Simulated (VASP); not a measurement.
# Sc2GaS (P6/mmm) in VASP: single point with PBE

Aim: the single point of Sc2GaS with PBE.

Program: VASP 6.6.1. These are calculated values, not measurements. Logs are shortened: lines on timing, memory, paths and dates and some standing lists are left out, and cuts for length are marked.

## 1. The cell of the first run

The structure is hexagonal, space group P6/mmm (No. 191). The conventional cell has a = 4.969 Å, b = 4.969 Å, c = 5.031 Å, α = 90.00°, β = 90.00°, γ = 120.00°. Within 3.9 Å of Sc (site symmetry -6m2) lie 3 Sc at 2.87 Å and 3 Ga at 2.87 Å and 6 S at 3.82 Å. Within 3.3 Å of Ga (site symmetry 6/mmm) lie 2 S at 2.52 Å and 6 Sc at 2.87 Å. Within 3.3 Å of S (site symmetry 6/mmm) lie 2 Ga at 2.52 Å.

The cell was generated, and may not be a known phase.

## 2. Single point, PBE

Input file INCAR:

```
  PREC = Accurate
  ENCUT = 520
  EDIFF = 1E-6
  ISMEAR = 0
  SIGMA = 0.1
  LREAL = False
  LASPH = True
  NELM = 100
  ALGO = Normal
  ISIF = 2
  LWAVE = False
  LCHARG = False
  GGA = PE
  NBANDS = 28
```

Input file KPOINTS:

```
Automatic mesh
0
Gamma
  12 12 10
```

Input file POSCAR:

```
Sc2GaS
1.0
    4.9693109869      0.0000000000      0.0000000000
   -2.4846554934      4.3035495539      0.0000000000
    0.0000000000      0.0000000000      5.0313277681
Sc Ga S
2 1 1
Direct
    0.3333333333      0.6666666667      0.0000000000
    0.6666666667      0.3333333333      0.0000000000
    0.0000000000      0.0000000000      0.0000000000
    0.0000000000      0.0000000000      0.5000000000
```

Potentials or basis: VASP PAW PBE potentials, release 64 (Sc_sv, Ga_d, S).

Command:

```console
$ cat potpaw_PBE.64/Sc_sv/POTCAR potpaw_PBE.64/Ga_d/POTCAR potpaw_PBE.64/S/POTCAR > POTCAR
$ mpirun -np 1 vasp_std > vasp.out
```

OUTCAR:

```text
PREC = Accurate
   ENCUT = 520
   EDIFF = 1E-6
   ISMEAR = 0
   LREAL = False
   LASPH = True
   NELM = 100
   ISIF = 2
   GGA = PE

 ion  position               nearest neighbor table
   1  0.333  0.667  0.000-   2 2.87   3 2.87   2 2.87   3 2.87   3 2.87   2 2.87
   2  0.667  0.333  0.000-   1 2.87   3 2.87   1 2.87   3 2.87   3 2.87   1 2.87
   3  0.000  0.000  0.000-   4 2.52   4 2.52   1 2.87   2 2.87   1 2.87   2 2.87   2 2.87   1 2.87

   4  0.000  0.000  0.500-   3 2.52   3 2.52

  LATTYP: Found a hexagonal cell.
 ALAT       =     4.9693109869
 C/A-ratio  =     1.0124799557

  Lattice vectors:

 A1 = (   4.9693109869,   0.0000000000,   0.0000000000)
 A2 = (  -2.4846554934,   4.3035495539,   0.0000000000)
 A3 = (   0.0000000000,   0.0000000000,   5.0313277681)

Analysis of symmetry for initial positions (statically):
=====================================================================
 Subroutine PRICEL returns:
 Original cell was already a primitive cell.

 Routine SETGRP: Setting up the symmetry group for a
 hexagonal supercell.

 Subroutine GETGRP returns: Found 24 space group operations
 (whereof 24 operations were pure point group operations)
 out of a pool of 24 trial point group operations.

The static configuration has the point symmetry D_6h.

Analysis of symmetry for dynamics (positions and initial velocities):
=====================================================================
 Subroutine PRICEL returns:
 Original cell was already a primitive cell.

 Routine SETGRP: Setting up the symmetry group for a
 hexagonal supercell.

 Subroutine GETGRP returns: Found 24 space group operations
 (whereof 24 operations were pure point group operations)
 out of a pool of 24 trial point group operations.

The dynamic configuration has the point symmetry D_6h.

 Subroutine INISYM returns: Found 24 space group operations
 (whereof 24 operations are pure point group operations),
 and found     1 'primitive' translations

----------------------------------------------------------------------------------------

                                     Primitive cell

  volume of cell :     107.5983

  direct lattice vectors                    reciprocal lattice vectors
     4.969310987  0.000000000  0.000000000     0.201235142  0.116183163  0.000000000
    -2.484655493  4.303549554  0.000000000     0.000000000  0.232366326  0.000000000
     0.000000000  0.000000000  5.031327768     0.000000000  0.000000000  0.198754692

  length of vectors
     4.969310987  4.969310987  5.031327768     0.232366326  0.232366326  0.198754692
[... 87 lines left out ...]
   EDIFFG = 0.1E-04   stopping-criterion for IOM
   NSW    =      0    number of steps for IOM
   IBRION =     -1    ionic relax: 0-MD 1-quasi-New 2-CG
   NFREE  =      0    steps in history (QN), initial steepest desc. (CG)
   ISIF   =      2    stress and relaxation
   ISYM   =      2    0-nonsym 1-usesym 2-fastsym
   POTIM  = 0.5000    time-step for ionic-motion
   TEBEG  =    0.0;   TEEND  =   0.0 temperature during run
   PSTRESS=    0.0 pullay stress
   NELECT =      41.0000    total number of electrons
   NUPDOWN=      -1.0000    fix difference up-down
   EMIN   =  10.00;   EMAX   =-10.00  energy-range for DOS
   EFERMI =   0.00;   METHOD = LEGACY
   ISMEAR =     0;   SIGMA  =   0.10  broadening in eV -4-tet -1-fermi 0-gaus
   EFERMI_NEDOS =   21; number of points for ismear=-14 and -15
   IALGO  =     38    algorithm
   IMIX   =      4    mixing-type and parameters
     AMIX     =   0.40;   BMIX     =  1.00
     AMIX_MAG =   1.60;   BMIX_MAG =  1.00
  volume/ion in A,a.u.               =      26.90       181.53
  Fermi-wavevector in a.u.,A,eV,Ry     =   1.186864  2.242848 19.165791  1.408646
  Thomas-Fermi vector in A             =   2.323028
   LORBIT       =      0    0 simple, 1 ext, 2 COOP (PROOUT), +10 PAW based schemes
   GGA     = PE    functional components
   LHFCALC =     F    Hartree Fock is set to
   AEXX    =    0.0000 exact exchange contribution
   IVDW    =     0    specifies the selected vdW correction
   LEPSILON=     F    determine dielectric tensor
   LRPA    =     F    only Hartree local field effects (RPA)
 non-spin polarized calculation
 Gauss-broadening in eV      SIGMA  =   0.10
  energy-cutoff  :      520.00
  volume of cell :      107.60
 maximum number of plane-waves:      2959
 NGX is ok and might be reduce to    40
   NGX = 19   NGY = 19   NGZ = 19

 number of electron      41.0000017 magnetization

 Free energy of the ion-electron system (eV)
  ---------------------------------------------------
  ext. energy  EPLUGINS =         0.00000000
  ---------------------------------------------------
  free energy    TOTEN  =       -18.27996231 eV

  energy without entropy =      -18.26129826  energy(sigma->0) =      -18.27063029

 E-fermi :   3.2943     XC(G=0):  -8.8479

 val. band max:        3.2888144785   @ k =   0.3333   0.0000   0.4000
 cond. band min:       3.2957691624   @ k =   0.2500   0.2500   0.2000
 fundamental gap:      0.0069546838
 Fermi energy:         3.2942960952

 k-point     1 :       0.0000    0.0000    0.0000
  band No.  band energies     occupation
      1     -46.7712      2.00000
      2     -46.6396      2.00000
      3     -25.7072      2.00000
      4     -25.5946      2.00000
      5     -25.4570      2.00000
      6     -25.4570      2.00000
[... 733 lines left out ...]
     27       5.0306      0.00000
     28       5.6993      0.00000

 [... further k-points ...]

------------------------ aborting loop because EDIFF is reached ----------------------------------------

  FORCE on cell =-STRESS in cart. coord.  units (eV):
  Direction    XX          YY          ZZ          XY          YZ          ZX
  --------------------------------------------------------------------------------------
  -------------------------------------------------------------------------------------
  Total        0.0427921      0.0427921     -0.0092937      0.0000000     -0.0000000      0.0000000
  in kB        0.6371896      0.6371896     -0.1383864      0.0000000     -0.0000000      0.0000000
  external PRESSURE =       0.3786643 kB  Pullay stress =       0.0000000 kB

 VOLUME and BASIS-vectors are now :
 -----------------------------------------------------------------------------
  energy-cutoff  :      520.00
  volume of cell :      107.60
      direct lattice vectors                 reciprocal lattice vectors
     4.969310987  0.000000000  0.000000000     0.201235142  0.116183163  0.000000000
    -2.484655493  4.303549554  0.000000000     0.000000000  0.232366326  0.000000000
     0.000000000  0.000000000  5.031327768     0.000000000  0.000000000  0.198754692

 POSITION                                       TOTAL-FORCE (eV/Angst)
 -----------------------------------------------------------------------------------
     -0.00000      2.86903      0.00000        -0.000000      0.000000      0.000000
      2.48466      1.43452      0.00000         0.000000     -0.000000      0.000000
      0.00000      0.00000      0.00000        -0.000000      0.000000      0.000000
      0.00000      0.00000      2.51566        -0.000000      0.000000      0.000000
 -----------------------------------------------------------------------------------
    total drift:                                0.000000     -0.000000      0.000000

  FREE ENERGIE OF THE ION-ELECTRON SYSTEM (eV)
  ---------------------------------------------------
  free  energy   TOTEN  =       -18.2799623127 eV

  energy  without entropy=      -18.2612982579  energy(sigma->0) =      -18.27063029
```

Run time: 5.2 min. Hardware: 1 thread of Intel Xeon Platinum 8259CL at 2.50GHz (Skylake/Cascade Lake), shared host; peak memory 0.48 GiB.

Results:

```yaml
Free_energy: -18.2800 eV
Pressure: 0.0 GPa
Band_gap_on_the_k_mesh: zero (an odd number of electrons rules out a gap without spin polarisation)
```

Stress tensor (GPa, compression positive):
```
 0.06  0.00  0.00
 0.00  0.06  0.00
 0.00  0.00 -0.01
```

Levels at points of the mesh, in eV from the Fermi level:
| k point | band 16 | band 17 | band 18 | band 19 | band 20 | band 21 | band 22 | band 23 | band 24 | band 25 |
| --- | --- | --- | --- | --- | --- | --- | --- | --- | --- | --- |
| (0.00, 0.00, 0.00) | -4.44 | -2.96 | -2.96 | -0.46 | -0.15 | -0.15 | 0.54 | 0.54 | 0.79 | 0.79 |
| (0.50, 0.00, 0.00) | -4.43 | -4.27 | -2.94 | -1.06 | -0.64 | -0.16 | 0.10 | 0.88 | 0.98 | 1.17 |
| (0.00, 0.00, 0.50) | -2.26 | -2.26 | -1.44 | -1.44 | -0.89 | 0.27 | 0.27 | 0.45 | 0.88 | 0.88 |
| (0.50, 0.00, 0.50) | -3.20 | -2.78 | -2.63 | -0.81 | -0.52 | -0.09 | 0.37 | 0.74 | 0.85 | 1.26 |
